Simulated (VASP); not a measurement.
# Si3Mo: relaxation of cell and atoms with PBE

The system is Si3Mo.

```xyz
4
Lattice="4.5333 0.0000 0.0000 0.0000 4.5333 0.0000 0.0000 0.0000 3.1859" Properties=species:S:1:pos:R:3 pbc="T T T"
Si    2.2667    2.2667    0.0000
Si    2.2667    0.0000    1.5930
Si    0.0000    2.2667    1.5930
Mo    0.0000    0.0000    0.0000
```

| Property | Result |
| --- | --- |
| Program | VASP 6.6.1 |
| Task | relaxation of cell and atoms |
| Functional | PBE |
| Potentials or basis | VASP PAW PBE potentials, release 64 (Si, Mo_sv) |
| Cutoff | 600 eV |
| k mesh | 4 × 4 × 6 |
| Occupations | gaussian, width 0.1 eV |
| Spin | no spin polarisation |
| Dipole correction | no |
| Further INCAR settings | ALGO = Normal; EDIFF = 1e-07; IBRION = 2; EDIFFG = -0.04; NSW = 90; ISIF = 3 |

* Relaxed volume: 13.99 Å³/atom
* Relaxed cell: a = 4.208 Å, b = 4.208 Å, c = 3.160 Å, α = 90.00°, β = 90.00°, γ = 90.00°
* Space group after relaxing (to 0.05 Å): P4/mmm (No. 123)
* Energy gained by relaxing: 150.1 meV/atom
* Ionic steps: 9
* Pressure after relaxing: 0.0 GPa
* Band gap on the k mesh: zero (band 13 reaches 12.47 eV, above the bottom of band 14 at 10.38 eV)

Stress tensor (GPa, compression positive):
```
-0.03  0.00  0.00
 0.00 -0.03  0.00
 0.00  0.00  0.05
```

Step by step:
| step | energy change (eV) | largest force (eV/Å) | pressure (GPa) | volume (Å³) |
| --- | --- | --- | --- | --- |
| 1 | 0.0000 | 0.0000 | -16.12 | 65.47 |
| 2 | -0.2729 | 0.0000 | 18.53 | 51.07 |
| 3 | -0.5397 | 0.0000 | 0.11 | 56.32 |
| 4 | -0.5396 | 0.0000 | 0.59 | 56.15 |
| 5 | -0.5839 | 0.0000 | 0.56 | 55.90 |
| 6 | -0.5992 | 0.0000 | 0.86 | 55.66 |
| 7 | -0.5994 | 0.0000 | 0.90 | 55.63 |
| 8 | -0.5991 | 0.0000 | -1.00 | 56.33 |
| 9 | -0.6003 | 0.0000 | 0.00 | 55.96 |

Final structure:
```cif
data_structure
_symmetry_space_group_name_H-M 'P 1'
_symmetry_Int_Tables_number 1
_cell_length_a 4.2078
_cell_length_b 4.2078
_cell_length_c 3.1603
_cell_angle_alpha 90.000
_cell_angle_beta 90.000
_cell_angle_gamma 90.000
_cell_volume 55.96
loop_
_atom_site_label
_atom_site_type_symbol
_atom_site_fract_x
_atom_site_fract_y
_atom_site_fract_z
_atom_site_occupancy
Si1 Si 0.50000 0.50000 0.00000 1
Si2 Si 0.50000 0.00000 0.50000 1
Si3 Si 0.00000 0.50000 0.50000 1
Mo1 Mo 0.00000 0.00000 0.00000 1
```

Levels at points of the mesh, in eV from the Fermi level:
```csv
k point,band 10,band 11,band 12,band 13,band 14,band 15,band 16,band 17
"(0.00, 0.00, 0.00)",-2.00,-1.45,-0.76,-0.50,-0.50,1.52,1.52,2.75
"(0.50, 0.00, 0.00)",-2.15,-2.06,-1.89,-0.37,1.92,2.01,2.31,2.96
"(0.50, 0.50, 0.00)",-1.64,-1.64,-1.46,0.22,1.76,3.41,3.64,3.64
"(0.00, 0.00, 0.50)",-3.76,-1.58,-1.58,-0.94,-0.57,0.74,0.87,0.87
"(0.50, 0.00, 0.50)",-3.31,-2.64,-1.61,-1.02,-0.32,0.76,2.32,2.50
"(0.50, 0.50, 0.50)",-5.58,-3.96,-1.12,-0.76,1.21,1.48,1.48,3.19
```

Wall time 2.4 min on 1 thread of Intel(R) Xeon(R) Platinum 8259CL CPU @ 2.50GHz (Skylake/Cascade Lake), with other jobs on the host, peak memory 0.21 GiB.
